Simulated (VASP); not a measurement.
# W (Im-3m) in VASP: notebook

W is run at these levels: PBE; tasks: single point.

Program: VASP 6.6.1. These are calculated values, not measurements. Logs are shortened: lines on timing, memory, paths and dates and some standing lists are left out, and cuts for length are marked.

## Step 1: The cell of the first run

The structure is cubic, space group Im-3m (No. 229). Conventional cell: a = 3.195 Å, b = 3.195 Å, c = 3.195 Å, α = 90.00°, β = 90.00°, γ = 90.00°. Within 3.6 Å of W (site symmetry m-3m) lie 14 W at 2.77 to 3.19 Å.

## Step 2: Single point, PBE

The input, INCAR:

```
SYSTEM = W
PREC     = Accurate       ! precision mode
ENCUT    = 520            ! plane-wave cutoff, eV
EDIFF    = 1E-6           ! SCF threshold, eV
ISMEAR   = 0              ! smearing method
SIGMA    = 0.15           ! smearing width, eV
LREAL    = .FALSE.        ! projectors in reciprocal space
LASPH    = .TRUE.         ! aspherical terms in the spheres
NELM     = 80             ! most SCF steps
ALGO     = Normal         ! electronic algorithm
ISIF     = 2              ! what is computed and relaxed
LWAVE    = .FALSE.        ! write WAVECAR
LCHARG   = .TRUE.         ! write CHGCAR
GGA      = PE             ! functional
LELF     = .TRUE.         ! ELF
LVHAR    = .TRUE.       
NBANDS   = 13             ! bands
```

The input, KPOINTS:

```
Automatic mesh
0
G
  20 20 20
  0 0 0
```

The input, POSCAR:

```
W
1.0
   -1.5973000000      1.5973000000      1.5973000000
    1.5973000000     -1.5973000000      1.5973000000
    1.5973000000      1.5973000000     -1.5973000000
W
1
Direct
    0.0000000000      0.0000000000      0.0000000000
```

Potentials or basis: VASP PAW PBE potentials, release 64 (W_sv).

Launch:

```
> cat potpaw_PBE.64/W_sv/POTCAR > POTCAR
> mpirun -np 1 vasp_std > vasp.out
```

OUTCAR:

```text
SYSTEM = W
   PREC = Accurate
   ENCUT = 520
   EDIFF = 1E-6
   ISMEAR = 0
   LREAL = .FALSE.
   LASPH = .TRUE.
   NELM = 80
   ISIF = 2
   GGA = PE

 ion  position               nearest neighbor table
   1  0.000  0.000  0.000-

  LATTYP: Found a body centered cubic cell.
 ALAT       =     3.1946000000

  Lattice vectors:

 A1 = (  -1.5973000000,   1.5973000000,   1.5973000000)
 A2 = (   1.5973000000,  -1.5973000000,   1.5973000000)
 A3 = (   1.5973000000,   1.5973000000,  -1.5973000000)

Analysis of symmetry for initial positions (statically):
=====================================================================
 Subroutine PRICEL returns:
 Original cell was already a primitive cell.

 Routine SETGRP: Setting up the symmetry group for a
 body centered cubic supercell.

 Subroutine GETGRP returns: Found 48 space group operations
 (whereof 48 operations were pure point group operations)
 out of a pool of 48 trial point group operations.

The static configuration has the point symmetry O_h .

Analysis of symmetry for dynamics (positions and initial velocities):
=====================================================================
 Subroutine PRICEL returns:
 Original cell was already a primitive cell.

 Routine SETGRP: Setting up the symmetry group for a
 body centered cubic supercell.

 Subroutine GETGRP returns: Found 48 space group operations
 (whereof 48 operations were pure point group operations)
 out of a pool of 48 trial point group operations.

The dynamic configuration has the point symmetry O_h .

 Subroutine INISYM returns: Found 48 space group operations
 (whereof 48 operations are pure point group operations),
 and found     1 'primitive' translations

----------------------------------------------------------------------------------------

                                     Primitive cell

  volume of cell :      16.3012

  direct lattice vectors                    reciprocal lattice vectors
    -1.597300000  1.597300000  1.597300000     0.000000000  0.313028235  0.313028235
     1.597300000 -1.597300000  1.597300000     0.313028235  0.000000000  0.313028235
     1.597300000  1.597300000 -1.597300000     0.313028235  0.313028235  0.000000000

  length of vectors
     2.766604755  2.766604755  2.766604755     0.442688776  0.442688776  0.442688776

  position of ions in fractional coordinates (direct lattice)
     0.000000000  0.000000000  0.000000000

  ion indices of the primitive-cell ions
   primitive index   ion index
                 1           1

----------------------------------------------------------------------------------------

 KPOINTS: Automatic mesh

Automatic generation of k-mesh.
 Grid dimensions read from file:
 generate k-points for:   20   20   20

 Generating k-lattice:

  Cartesian coordinates                     Fractional coordinates (reciprocal lattice)
     0.000000000  0.015651412  0.015651412     0.050000000  0.000000000  0.000000000
     0.015651412  0.000000000  0.015651412     0.000000000  0.050000000  0.000000000
     0.015651412  0.015651412  0.000000000     0.000000000  0.000000000  0.050000000

  Length of vectors
     0.022134439  0.022134439  0.022134439

  Shift w.r.t. Gamma in fractional coordinates (k-lattice)
     0.000000000  0.000000000  0.000000000

 Subroutine IBZKPT returns following result:
 ===========================================

 Found    256 irreducible k-points:

 Following reciprocal coordinates:
            Coordinates               Weight
  0.000000  0.000000  0.000000      1.000000
  0.050000  0.000000  0.000000     12.000000
  0.100000  0.000000  0.000000     12.000000
  0.150000  0.000000  0.000000     12.000000
  0.200000  0.000000  0.000000     12.000000
  0.250000  0.000000  0.000000     12.000000
[... 16 lines left out ...]
  0.200000  0.100000  0.000000     48.000000
  0.250000  0.100000  0.000000     48.000000
 [... further k-points ...]
   k-points           NKPTS =    256   k-points in BZ     NKDIM =    256   number of bands    NBANDS=     13
   number of dos      NEDOS =    301   number of ions     NIONS =      1
   total plane-waves  NPLWV =  13824
   dimension x,y,z NGX =    24 NGY =   24 NGZ =   24
   dimension x,y,z NGXF=    48 NGYF=   48 NGZF=   48
   ions per type =               1
   NGX,Y,Z   is equivalent  to a cutoff of  14.42, 14.42, 14.42 a.u.
   NGXF,Y,Z  is equivalent  to a cutoff of  28.84, 28.84, 28.84 a.u.
 SYSTEM =  W
   PREC   = accura    normal or accurate (medium, high low for compatibility)
   ISTART =      0    job   : 0-new  1-cont  2-samecut
   ICHARG =      2    charge: 1-file 2-atom 10-const
   ISPIN  =      1    spin polarized calculation?
   LNONCOLLINEAR =      F non collinear calculations
   LSORBIT =      F    spin-orbit coupling
   LASPH  =      T    aspherical Exc in radial PAW
   ENCUT  =  520.0 eV  38.22 Ry    6.18 a.u.   5.14  5.14  5.14*2*pi/ulx,y,z
   NELM   =     80;   NELMIN=  2; NELMDL= -5     # of ELM steps
   EDIFF  = 0.1E-05   stopping-criterion for ELM
   LREAL  =      F    real-space projection
   EDIFFG = 0.1E-04   stopping-criterion for IOM
   NSW    =      0    number of steps for IOM
   IBRION =     -1    ionic relax: 0-MD 1-quasi-New 2-CG
   NFREE  =      0    steps in history (QN), initial steepest desc. (CG)
   ISIF   =      2    stress and relaxation
   ISYM   =      2    0-nonsym 1-usesym 2-fastsym
   POTIM  = 0.5000    time-step for ionic-motion
   TEBEG  =    0.0;   TEEND  =   0.0 temperature during run
   PSTRESS=    0.0 pullay stress
   NELECT =      14.0000    total number of electrons
   NUPDOWN=      -1.0000    fix difference up-down
   EMIN   =  10.00;   EMAX   =-10.00  energy-range for DOS
   EFERMI =   0.00;   METHOD = LEGACY
   ISMEAR =     0;   SIGMA  =   0.15  broadening in eV -4-tet -1-fermi 0-gaus
   EFERMI_NEDOS =   21; number of points for ismear=-14 and -15
   IALGO  =     38    algorithm
   IMIX   =      4    mixing-type and parameters
     AMIX     =   0.40;   BMIX     =  1.00
     AMIX_MAG =   1.60;   BMIX_MAG =  1.00
  volume/ion in A,a.u.               =      16.30       110.01
  Fermi-wavevector in a.u.,A,eV,Ry     =   1.556125  2.940649 32.946829  2.421524
  Thomas-Fermi vector in A             =   2.659966
   LORBIT       =      0    0 simple, 1 ext, 2 COOP (PROOUT), +10 PAW based schemes
   GGA     = PE    functional components
   LHFCALC =     F    Hartree Fock is set to
   AEXX    =    0.0000 exact exchange contribution
   IVDW    =     0    specifies the selected vdW correction
   LEPSILON=     F    determine dielectric tensor
   LRPA    =     F    only Hartree local field effects (RPA)
 non-spin polarized calculation
 Gauss-broadening in eV      SIGMA  =   0.15
  energy-cutoff  :      520.00
  volume of cell :       16.30
 maximum number of plane-waves:       466
 NGX is ok and might be reduce to    24
   NGX = 11   NGY = 11   NGZ = 11

 number of electron      14.0000002 magnetization

 Free energy of the ion-electron system (eV)
  ---------------------------------------------------
  ext. energy  EPLUGINS =         0.00000000
  ---------------------------------------------------
  free energy    TOTEN  =       -12.95936130 eV

  energy without entropy =      -12.95565499  energy(sigma->0) =      -12.95750814

 E-fermi :  11.0854     XC(G=0): -13.4836

 val. band max:       11.0842854067   @ k =  -0.2500   0.3500   0.1500
 cond. band min:      11.0915052070   @ k =  -0.2000   0.3000   0.1000
 fundamental gap:      0.0072198003
 Fermi energy:        11.0853736133

 k-point     1 :       0.0000    0.0000    0.0000
  band No.  band energies     occupation
      1     -63.1822      2.00000
      2     -26.7832      2.00000
      3     -26.7832      2.00000
      4     -26.7832      2.00000
      5       1.5615      2.00000
      6       9.8577      2.00000
      7       9.8577      2.00000
      8       9.8577      2.00000
      9      13.2365      0.00000
     10      13.2365      0.00000
     11      25.4960      0.00000
     12      25.4960      0.00000
     13      25.4960      0.00000

 k-point     2 :       0.0500    0.0000    0.0000
  band No.  band energies     occupation
      1     -63.1793      2.00000
      2     -26.8141      2.00000
      3     -26.7929      2.00000
      4     -26.7833      2.00000
      5       1.6790      2.00000
      6       9.7863      2.00000
      7       9.8424      2.00000
      8       9.9704      2.00000
      9      13.1210      0.00000
     10      13.2373      0.00000
     11      25.5964      0.00000
     12      25.6962      0.00000
     13      25.7817      0.00000

 k-point     3 :       0.1000    0.0000    0.0000
  band No.  band energies     occupation
      1     -63.1710      2.00000
      2     -26.9033      2.00000
      3     -26.8210      2.00000
      4     -26.7837      2.00000
      5       2.0217      2.00000
      6       9.5860      2.00000
      7       9.7788      2.00000
      8      10.3056      2.00000
      9      12.8551      0.00000
     10      13.2440      0.00000
     11      25.8573      0.00000
     12      26.2821      0.00000
     13      26.5333      0.00000

 k-point     4 :       0.1500    0.0000    0.0000
  band No.  band energies     occupation
      1     -63.1579      2.00000
      2     -27.0400      2.00000
      3     -26.8645      2.00000
      4     -26.7843      2.00000
      5       2.5574      2.00000
      6       9.2918      2.00000
      7       9.6313      2.00000
      8      10.8543      1.97066
      9      12.6149      0.00000
     10      13.2683      0.00000
     11      26.1337      0.00000
     12      27.2148      0.00000
     13      27.4312      0.00000

 k-point     5 :       0.2000    0.0000    0.0000
  band No.  band energies     occupation
      1     -63.1415      2.00000
      2     -27.2088      2.00000
      3     -26.9188      2.00000
      4     -26.7850      2.00000
      5       3.2256      2.00000
      6       8.9476      2.00000
      7       9.4126      2.00000
      8      11.6003      0.00000
      9      12.5352      0.00000
     10      13.3236      0.00000
     11      26.1408      0.00000
     12      27.8511      0.00000
     13      28.4437      0.00000
[... 257 lines left out ...]
 k-point    22 :       0.1500    0.1000    0.0000
  band No.  band energies     occupation
      1     -63.1350      2.00000
      2     -27.2646      2.00000
      3     -26.9156      2.00000
      4     -26.8213      2.00000
      5       3.5229      2.00000
      6       8.9435      2.00000
      7       9.1157      2.00000
      8      12.0393      0.00000
      9      12.2777      0.00000
     10      13.5542      0.00000
     11      26.6617      0.00000
     12      27.4235      0.00000
     13      28.5019      0.00000

 k-point    23 :       0.2000    0.1000    0.0000
  band No.  band energies     occupation
      1     -63.1176      2.00000
      2     -27.4259      2.00000
      3     -26.9814      2.00000
      4     -26.8254      2.00000
      5       4.2227      2.00000
      6       8.6003      2.00000
      7       8.9370      2.00000
      8      12.3188      0.00000
      9      13.0082      0.00000
     10      13.6947      0.00000
     11      25.8993      0.00000
     12      27.1863      0.00000
     13      29.3011      0.00000

 k-point    24 :       0.2500    0.1000    0.0000
  band No.  band energies     occupation
      1     -63.1002      2.00000
      2     -27.5826      2.00000
      3     -27.0493      2.00000
      4     -26.8281      2.00000
      5       4.8210      2.00000
      6       8.2865      2.00000
      7       8.9633      2.00000
      8      12.5171      0.00000
      9      13.8127      0.00000
     10      14.0990      0.00000
     11      24.8062      0.00000
     12      26.1802      0.00000
     13      30.4520      0.00000

 [... further k-points ...]
[... 5 lines left out ...]
  --------------------------------------------------------------------------------------
  -------------------------------------------------------------------------------------
  Total       -0.2699716     -0.2699716     -0.2699716      0.0000000     -0.0000000      0.0000000
  in kB      -26.5343972    -26.5343972    -26.5343972      0.0000000     -0.0000000      0.0000000
  external PRESSURE =     -26.5343972 kB  Pullay stress =       0.0000000 kB

 VOLUME and BASIS-vectors are now :
 -----------------------------------------------------------------------------
  energy-cutoff  :      520.00
  volume of cell :       16.30
      direct lattice vectors                 reciprocal lattice vectors
    -1.597300000  1.597300000  1.597300000     0.000000000  0.313028235  0.313028235
     1.597300000 -1.597300000  1.597300000     0.313028235  0.000000000  0.313028235
     1.597300000  1.597300000 -1.597300000     0.313028235  0.313028235  0.000000000

 POSITION                                       TOTAL-FORCE (eV/Angst)
 -----------------------------------------------------------------------------------
      0.00000      0.00000      0.00000         0.000000      0.000000     -0.000000
 -----------------------------------------------------------------------------------
    total drift:                               -0.000000     -0.000000      0.000000

  FREE ENERGIE OF THE ION-ELECTRON SYSTEM (eV)
  ---------------------------------------------------
  free  energy   TOTEN  =       -12.9593612982 eV

  energy  without entropy=      -12.9556549871  energy(sigma->0) =      -12.95750814
```

Run time: 39 s. Hardware: 1 thread of AMD EPYC 7R13 (Zen 3), shared host; peak memory 0.15 GiB.

Results:

```
Free energy            : -12.9594 eV
Pressure               : -2.7 GPa
Band gap on the k mesh : zero (band 7 reaches 16.01 eV, above the bottom of band 8 at 9.86 eV)
```

Levels at points of the mesh, in eV from the Fermi level:
```
           k point  band 5  band 6  band 7  band 8  band 9  band 10
(0.00, 0.00, 0.00)   -9.52   -1.23   -1.23   -1.23    2.15     2.15
(0.50, 0.00, 0.00)   -6.14   -3.48    0.54    2.03    2.97     5.86
(0.50, 0.50, 0.50)   -5.66   -5.66    4.92    4.92    4.92     7.98
```

Caveat: spin-orbit coupling is left out, which moves the levels of the heavy elements.

(Continued in part 2 of 2.)
